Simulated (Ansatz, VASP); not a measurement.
One calculation of KZnF3, two programs

POSCAR

```
KZnF3
1.0
    4.0500000000      0.0050625000      0.0000000000
    0.0050625000      4.0500000000      0.0000000000
    0.0000000000      0.0000000000      4.0500000000
K Zn F
1 1 3
Direct
    0.0000000000      0.0000000000      0.0000000000
    0.5000000000      0.5000000000      0.5000000000
    0.5000000000      0.5000000000      0.0000000000
    0.0000000000      0.5000000000      0.5000000000
    0.5000000000      0.0000000000      0.5000000000
```

INCAR.step1

```
PREC     = Accurate       # precision mode
ENCUT    = 520            # plane-wave cutoff, eV
ISMEAR   = 0              # smearing method
SIGMA    = 0.05           # smearing width, eV
LREAL    = False          # projectors in reciprocal space
LASPH    = True           # aspherical terms in the spheres
NELM     = 100            # most SCF steps
NBANDS   = 29             # bands
GGA      = PE             # functional
ALGO     = Normal         # electronic algorithm
EDIFF    = 1E-4           # SCF threshold, eV
LWAVE    = True           # write WAVECAR
LCHARG   = False          # write CHGCAR
```

Contents of INCAR.step2:

```
PREC     = Accurate       # precision mode
ENCUT    = 520            # plane-wave cutoff, eV
EDIFF    = 1E-6           # SCF threshold, eV
ISMEAR   = 0              # smearing method
SIGMA    = 0.05           # smearing width, eV
LREAL    = False          # projectors in reciprocal space
LASPH    = True           # aspherical terms in the spheres
NELM     = 100            # most SCF steps
ALGO     = Normal         # electronic algorithm
ISIF     = 2              # what is computed and relaxed
LWAVE    = False          # write WAVECAR
LCHARG   = False          # write CHGCAR
METAGGA  = R2SCAN         # meta-GGA
LMIXTAU  = True         
NBANDS   = 29             # bands
ISTART   = 1
```

KPOINTS

```
Automatic mesh
0
Gamma
  6 6 6
```

Input for Ansatz:

```yaml
crystal:
  lattice:
    - [4.05, 0.0050625, 0.0]
    - [0.0050625, 4.05, 0.0]
    - [0.0, 0.0, 4.05]
  atoms:
    - { symbol: K, position: [0.0, 0.0, 0.0] }
    - { symbol: Zn, position: [0.5, 0.5, 0.5] }
    - { symbol: F, position: [0.5, 0.5, 0.0] }
    - { symbol: F, position: [0.0, 0.5, 0.5] }
    - { symbol: F, position: [0.5, 0.0, 0.5] }
basis:
  ecutwfc: 500
kpoints:
  mp_grid: { grid: [6, 6, 6] }
hamiltonian:
  xc: r2scan
scf:
  occupations: { method: gaussian, width: 0.05 }
output:
  forces: true
  stress: true
  eigenvalues: true
  write_density: true
  write_potential: true
  elf: true
  volumetric_format: npy
```

Change from the starting cell: strain +0.0025 x Voigt [0, 0, 0, 0, 0, 1], atoms carried along.

Alike in both runs: task single point; functional r2SCAN; k mesh 6 × 6 × 6; occupations gaussian, width 0.05 eV; no spin polarisation.

|  | VASP | Ansatz |
| --- | --- | --- |
| version | VASP 6.6.1 | Ansatz 0.2.0 |
| potentials or method | VASP PAW PBE potentials, release 64 (K_sv, Zn, F), cutoff 520 eV | scalar-relativistic, plane waves, PAW |
| valence electrons in the cell | 42 | 42 |

```csv
,VASP,Ansatz,Ansatz less VASP
gap on the k mesh at the Fermi level (eV),4.58,4.63,+0.051
least direct gap on the mesh (eV),6.56,6.58,+0.024
pressure (GPa),0.0,-0.2,-0.26
"traceless stress, the component that is largest in VASP (GPa)",-0.09,-0.09,+0.002
```

VASP's potentials were made for PBE, not for r2SCAN. The functional is the same, so the differences come from potentials, cutoffs and numerics.
